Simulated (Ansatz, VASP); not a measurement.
## Two plane-wave programs on Zn

```xyz
2
Lattice="2.6131 0.0000 0.0000 -1.3066 2.2630 0.0000 0.0000 0.0000 4.7718" Properties=species:S:1:pos:R:3 pbc="T T T"
Zn    0.0000    1.5087    1.1929
Zn    1.3066    0.7543    3.5788
```

Alike in both runs: functional PBEsol; k mesh 10 × 10 × 4; no spin polarisation.

Ansatz relaxed the structure, and its values are those at the end. VASP's run is a single point on that final structure, the one shown.

```csv
,VASP,Ansatz
version,VASP 6.6.1,Ansatz 0.2.0
potentials or method,"VASP PAW PBE potentials, release 64 (Zn)","plane waves, PAW"
plane-wave cutoff (eV),520,420
occupations,"gaussian, width 0.1 eV",gaussian
valence electrons in the cell,24,24
```

VASP gave:

| Property | Result |
| --- | --- |
| pressure (GPa) | 0.5 |

Which values does Ansatz return?

Pressure (GPa): 0.0.

VASP's potentials were made for PBE, not for PBEsol. Ansatz's warnings: stress scf threshold loose.
